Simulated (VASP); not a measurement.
# InP in VASP: relaxation of the atoms with PBEsol

Aim: the relaxation of the atoms of InP with PBEsol.

Everything below comes from runs of VASP 6.6.1. Logs are shortened: lines on timing, memory, paths and dates and some standing lists are left out, and cuts for length are marked.

### 1 The cell of the first run

The cell holds a slab with vacuum, 6 atoms: a = 3.860 Å, b = 3.860 Å, c = 22.459 Å, α = 90.00°, β = 90.00°, γ = 90.00°.

### 2 Relaxation of the atoms, PBEsol

The input, INCAR:

```
PREC = Accurate
ENCUT = 520
EDIFF = 1E-6
ISMEAR = 0
SIGMA = 0.1
LREAL = F
LASPH = T
NELM = 60
ALGO = Normal
ISIF = 2
LWAVE = F
LCHARG = F
LDIPOL = T
IDIPOL = 3
DIPOL = 0.5 0.5 0.500
GGA = PS
IBRION = 2
NSW = 90
EDIFFG = -0.03
```

The input, KPOINTS:

```
Automatic mesh
0
Gamma
  8 8 1
```

The input, POSCAR:

```
InP
1.0
    3.8601906191      0.0000000000      0.0000000000
    0.0000000000      3.8601906191      0.0000000000
    0.0000000000      0.0000000000     22.4591339269
In P
3 3
Selective dynamics
Direct
    0.5000000000      0.5000000000      0.3784651727  F F F
    0.0000000000      0.0000000000      0.5000000000  T T T
    0.5000000000      0.5000000000      0.6215348273  T T T
    0.0000000000      0.0000000000      0.3784651727  F F F
    0.5000000000      0.5000000000      0.5000000000  T T T
    0.0000000000      0.0000000000      0.6215348273  T T T
```

Potentials or basis: VASP PAW PBE potentials, release 64 (In_d, P).

Launch:

```sh
$ cat potpaw_PBE.64/In_d/POTCAR potpaw_PBE.64/P/POTCAR > POTCAR
$ mpirun -np 1 vasp_std > vasp.out
```

OUTCAR:

```text
PREC = Accurate
   ENCUT = 520
   EDIFF = 1E-6
   ISMEAR = 0
   LREAL = F
   LASPH = T
   NELM = 60
   ISIF = 2
   GGA = PS
   IBRION = 2
   NSW = 90
   EDIFFG = -0.03

 ion  position               nearest neighbor table
   1  0.500  0.500  0.378-   5 2.73   4 2.73   4 2.73   4 2.73   4 2.73   2 3.86   2 3.86   2 3.86
                             2 3.86
   2  0.000  0.000  0.500-   4 2.73   6 2.73   5 2.73   5 2.73   5 2.73   5 2.73   3 3.86   3 3.86
                             1 3.86   3 3.86   1 3.86   1 3.86   3 3.86   1 3.86
   3  0.500  0.500  0.622-   5 2.73   6 2.73   6 2.73   6 2.73   6 2.73   2 3.86   2 3.86   2 3.86
                             2 3.86
   4  0.000  0.000  0.378-   2 2.73   1 2.73   1 2.73   1 2.73   1 2.73
   5  0.500  0.500  0.500-   1 2.73   3 2.73   2 2.73   2 2.73   2 2.73   2 2.73
   6  0.000  0.000  0.622-   2 2.73   3 2.73   3 2.73   3 2.73   3 2.73

  LATTYP: Found a simple tetragonal cell.
 ALAT       =     3.8601906191
 C/A-ratio  =     5.8181411601

  Lattice vectors:

 A1 = (   3.8601906191,   0.0000000000,   0.0000000000)
 A2 = (   0.0000000000,   3.8601906191,   0.0000000000)
 A3 = (   0.0000000000,   0.0000000000,  22.4591339269)

Analysis of symmetry for initial positions (statically):
=====================================================================
 Subroutine PRICEL returns:
 Original cell was already a primitive cell.

 Routine SETGRP: Setting up the symmetry group for a
 simple tetragonal supercell.

 Subroutine GETGRP returns: Found 16 space group operations
 (whereof 16 operations were pure point group operations)
 out of a pool of 16 trial point group operations.

The static configuration has the point symmetry D_4h.

Analysis of symmetry for dynamics (positions and initial velocities):
=====================================================================
 Subroutine PRICEL returns:
 Original cell was already a primitive cell.

 Routine SETGRP: Setting up the symmetry group for a
 simple tetragonal supercell.

 Subroutine GETGRP returns: Found 16 space group operations
 (whereof 16 operations were pure point group operations)
 out of a pool of 16 trial point group operations.

The dynamic configuration has the point symmetry D_4h.

Analysis of constrained symmetry for selective dynamics:
=====================================================================
 Subroutine PRICEL returns:
 Original cell was already a primitive cell.

 Routine SETGRP: Setting up the symmetry group for a
 simple tetragonal supercell.

 Subroutine GETGRP returns: Found  8 space group operations
 (whereof  8 operations were pure point group operations)
 out of a pool of 16 trial point group operations.

The constrained configuration has the point symmetry C_4v.

 Subroutine INISYM returns: Found  8 space group operations
 (whereof  8 operations are pure point group operations),
 and found     1 'primitive' translations

----------------------------------------------------------------------------------------

                                     Primitive cell

  volume of cell :     334.6652

  direct lattice vectors                    reciprocal lattice vectors
     3.860190619  0.000000000  0.000000000     0.259054565  0.000000000  0.000000000
     0.000000000  3.860190619  0.000000000     0.000000000  0.259054565  0.000000000
     0.000000000  0.000000000 22.459133927     0.000000000  0.000000000  0.044525314

  length of vectors
     3.860190619  3.860190619 22.459133927     0.259054565  0.259054565  0.044525314

  position of ions in fractional coordinates (direct lattice)
     0.500000000  0.500000000  0.378465173
     0.000000000  0.000000000  0.500000000
     0.500000000  0.500000000  0.621534827
     0.000000000  0.000000000  0.378465173
     0.500000000  0.500000000  0.500000000
     0.000000000  0.000000000  0.621534827

  ion indices of the primitive-cell ions
   primitive index   ion index
                 1           1
                 2           2
                 3           3
                 4           4
                 5           5
                 6           6

----------------------------------------------------------------------------------------

 KPOINTS: Automatic mesh

Automatic generation of k-mesh.
 Grid dimensions read from file:
 generate k-points for:    8    8    1

 Generating k-lattice:

  Cartesian coordinates                     Fractional coordinates (reciprocal lattice)
     0.032381821  0.000000000  0.000000000     0.125000000  0.000000000  0.000000000
     0.000000000  0.032381821  0.000000000     0.000000000  0.125000000  0.000000000
     0.000000000  0.000000000  0.044525314     0.000000000  0.000000000  1.000000000

  Length of vectors
     0.032381821  0.032381821  0.044525314

  Shift w.r.t. Gamma in fractional coordinates (k-lattice)
     0.000000000  0.000000000  0.000000000

 Subroutine IBZKPT returns following result:
 ===========================================

 Found     15 irreducible k-points:

 Following reciprocal coordinates:
            Coordinates               Weight
  0.000000  0.000000  0.000000      1.000000
  0.125000  0.000000  0.000000      4.000000
  0.250000  0.000000  0.000000      4.000000
  0.375000  0.000000  0.000000      4.000000
  0.500000  0.000000  0.000000      2.000000
  0.125000  0.125000  0.000000      4.000000
  0.250000  0.125000  0.000000      8.000000
  0.375000  0.125000  0.000000      8.000000
  0.500000  0.125000  0.000000      4.000000
  0.250000  0.250000  0.000000      4.000000
  0.375000  0.250000  0.000000      8.000000
  0.500000  0.250000  0.000000      4.000000
  0.375000  0.375000  0.000000      4.000000
  0.500000  0.375000  0.000000      4.000000
  0.500000  0.500000  0.000000      1.000000
   k-points           NKPTS =     15   k-points in BZ     NKDIM =     15   number of bands    NBANDS=     32
   number of dos      NEDOS =    301   number of ions     NIONS =      6
   total plane-waves  NPLWV = 151200
   dimension x,y,z NGX =    30 NGY =   30 NGZ =  168
   dimension x,y,z NGXF=    60 NGYF=   60 NGZF=  336
   ions per type =               3   3
   NGX,Y,Z   is equivalent  to a cutoff of  12.92, 12.92, 12.44 a.u.
   NGXF,Y,Z  is equivalent  to a cutoff of  25.84, 25.84, 24.87 a.u.
 SYSTEM =  unknown system
   PREC   = accura    normal or accurate (medium, high low for compatibility)
   ISTART =      0    job   : 0-new  1-cont  2-samecut
   ICHARG =      2    charge: 1-file 2-atom 10-const
   ISPIN  =      1    spin polarized calculation?
   LNONCOLLINEAR =      F non collinear calculations
   LSORBIT =      F    spin-orbit coupling
   LASPH  =      T    aspherical Exc in radial PAW
   ENCUT  =  520.0 eV  38.22 Ry    6.18 a.u.   7.18  7.18 41.76*2*pi/ulx,y,z
   NELM   =     60;   NELMIN=  2; NELMDL= -5     # of ELM steps
   EDIFF  = 0.1E-05   stopping-criterion for ELM
   LREAL  =      F    real-space projection
   EDIFFG = -.3E-01   stopping-criterion for IOM
   NSW    =     90    number of steps for IOM
   IBRION =      2    ionic relax: 0-MD 1-quasi-New 2-CG
   NFREE  =      1    steps in history (QN), initial steepest desc. (CG)
   ISIF   =      2    stress and relaxation
   ISYM   =      2    0-nonsym 1-usesym 2-fastsym
   POTIM  = 0.5000    time-step for ionic-motion
   TEBEG  =    0.0;   TEEND  =   0.0 temperature during run
   PSTRESS=    0.0 pullay stress
   NELECT =      54.0000    total number of electrons
   NUPDOWN=      -1.0000    fix difference up-down
   EMIN   =  10.00;   EMAX   =-10.00  energy-range for DOS
   EFERMI =   0.00;   METHOD = LEGACY
   ISMEAR =     0;   SIGMA  =   0.10  broadening in eV -4-tet -1-fermi 0-gaus
   EFERMI_NEDOS =   21; number of points for ismear=-14 and -15
   IALGO  =     38    algorithm
   IMIX   =      4    mixing-type and parameters
     AMIX     =   0.40;   BMIX     =  1.00
     AMIX_MAG =   1.60;   BMIX_MAG =  1.00
  volume/ion in A,a.u.               =      55.78       376.41
  Fermi-wavevector in a.u.,A,eV,Ry     =   0.891256  1.684230 10.807620  0.794338
  Thomas-Fermi vector in A             =   2.013053
   LORBIT       =      0    0 simple, 1 ext, 2 COOP (PROOUT), +10 PAW based schemes
   GGA     = PS    functional components
   LHFCALC =     F    Hartree Fock is set to
   AEXX    =    0.0000 exact exchange contribution
   IVDW    =     0    specifies the selected vdW correction
   LEPSILON=     F    determine dielectric tensor
   LRPA    =     F    only Hartree local field effects (RPA)
 conjugate gradient relaxation of ions
 non-spin polarized calculation
 Gauss-broadening in eV      SIGMA  =   0.10
  energy-cutoff  :      520.00
  volume of cell :      334.67
 maximum number of plane-waves:      9084
 NGX is ok and might be reduce to    30
   NGX = 15   NGY = 15   NGZ = 83

--------------------------------------- Ionic step        1  -------------------------------------------

 number of electron      53.9999985 magnetization

 Free energy of the ion-electron system (eV)
  ---------------------------------------------------
  ext. energy  EPLUGINS =         0.00000000
  ---------------------------------------------------
  free energy    TOTEN  =       -25.38645592 eV

  energy without entropy =      -25.36119233  energy(sigma->0) =      -25.37382412

------------------------ aborting loop because EDIFF is reached ----------------------------------------

  FORCE on cell =-STRESS in cart. coord.  units (eV):
  Direction    XX          YY          ZZ          XY          YZ          ZX
  --------------------------------------------------------------------------------------
  -------------------------------------------------------------------------------------
  Total       -2.7127864     -2.7127864     -0.7746126      0.0000000     -0.0000000      0.0000000
  in kB      -12.9872045    -12.9872045     -3.7083833      0.0000000     -0.0000000      0.0000000
  external PRESSURE =      -9.8942641 kB  Pullay stress =       0.0000000 kB
[... 21 lines left out ...]
  FREE ENERGIE OF THE ION-ELECTRON SYSTEM (eV)
  ---------------------------------------------------
  free  energy   TOTEN  =       -25.3864559197 eV

  energy  without entropy=      -25.3611923267  energy(sigma->0) =      -25.37382412

 dipolmoment           0.000000      0.000000     -0.000000 electrons x Angstroem

--------------------------------------- Ionic step        2  -------------------------------------------

 number of electron      53.9999977 magnetization

------------------------ aborting loop because EDIFF is reached ----------------------------------------
[... 197 lines left out ...]
 number of electron      53.9999973 magnetization

------------------------ aborting loop because EDIFF is reached ----------------------------------------

 vacuum level on the upper side and lower side of the slab       (xc-potential included)        -0.089        -0.299

  FORCE on cell =-STRESS in cart. coord.  units (eV):
  Direction    XX          YY          ZZ          XY          YZ          ZX
  --------------------------------------------------------------------------------------
  -------------------------------------------------------------------------------------
  Total       -2.7672516     -2.7672516     -0.2394337      0.0000000      0.0000000      0.0000000
  in kB      -13.2479512    -13.2479512     -1.1462657      0.0000000      0.0000000      0.0000000
  external PRESSURE =      -9.2140560 kB  Pullay stress =       0.0000000 kB
[... 27 lines left out ...]
--------------------------------------- Ionic step        8  -------------------------------------------

 number of electron      53.9999973 magnetization

 dipolmoment           0.000000      0.000000      0.015231 electrons x Angstroem

 Free energy of the ion-electron system (eV)
  ---------------------------------------------------
  ext. energy  EPLUGINS =         0.00000000
  ---------------------------------------------------
  free energy    TOTEN  =       -25.40984686 eV

  energy without entropy =      -25.38717646  energy(sigma->0) =      -25.39851166

 E-fermi :  -0.3233     XC(G=0):  -4.5433

 val. band max:       -0.3309657525   @ k =   0.5000   0.1250   0.0000
 cond. band min:      -0.3116900920   @ k =   0.3750   0.3750   0.0000
 fundamental gap:      0.0192756604
 Fermi energy:        -0.3232805444

 k-point     1 :       0.0000    0.0000    0.0000
  band No.  band energies     occupation
      1     -14.7571      2.00000
      2     -14.6557      2.00000
      3     -14.5080      2.00000
      4     -14.4875      2.00000
      5     -14.4727      2.00000
      6     -14.4508      2.00000
[... 514 lines left out ...]
     31       3.8368      0.00000
     32       4.1536      0.00000

------------------------ aborting loop because EDIFF is reached ----------------------------------------

 vacuum level on the upper side and lower side of the slab       (xc-potential included)         0.083        -0.098

  FORCE on cell =-STRESS in cart. coord.  units (eV):
  Direction    XX          YY          ZZ          XY          YZ          ZX
  --------------------------------------------------------------------------------------
  -------------------------------------------------------------------------------------
  Total       -2.7516195     -2.7516195     -0.2003188      0.0000000      0.0000000     -0.0000000
  in kB      -13.1731143    -13.1731143     -0.9590072      0.0000000      0.0000000     -0.0000000
  external PRESSURE =      -9.1017453 kB  Pullay stress =       0.0000000 kB
[... 21 lines left out ...]
  FREE ENERGIE OF THE ION-ELECTRON SYSTEM (eV)
  ---------------------------------------------------
  free  energy   TOTEN  =       -25.4098468578 eV

  energy  without entropy=      -25.3871764561  energy(sigma->0) =      -25.39851166

 reached required accuracy - stopping structural energy minimisation

 vacuum level on the upper side and lower side of the slab         4.527         4.341
```

It took 16 min on 1 thread of Intel Xeon 6975P-C (Granite Rapids), shared host; peak memory 0.49 GiB.

What came out:

| Property | Result |
| --- | --- |
| Free energy | -25.4098 eV |
| Energy gained by relaxing | 3.9 meV/atom |
| Ionic steps | 8 |
| Band gap on the k mesh | zero (bands 27 and 28 overlap by 1.76 eV) |

The path:
```csv
step,energy change (eV),largest force on free atoms (eV/Å),pressure (GPa)
1,0.0000,0.3270,-0.99
2,-0.0064,0.2722,-0.99
3,-0.0179,0.1258,-0.94
4,-0.0190,0.1815,-0.92
5,-0.0219,0.0988,-0.92
6,-0.0232,0.0329,-0.93
7,-0.0232,0.0342,-0.92
8,-0.0234,0.0200,-0.91
```

Final structure:
```
CELL_PARAMETERS angstrom
3.86019 0.00000 0.00000
0.00000 3.86019 0.00000
0.00000 0.00000 22.45913
ATOMIC_POSITIONS crystal
In 0.50000 0.50000 0.37847
In 0.00000 0.00000 0.50095
In 0.50000 0.50000 0.61685
P 0.00000 0.00000 0.37847
P 0.50000 0.50000 0.49839
P 0.00000 0.00000 0.62411
```

Caveat: the PAW data sets were made with another functional, which shifts forces and pressure a little; spin-orbit coupling is left out, which moves the levels of the heavy elements.
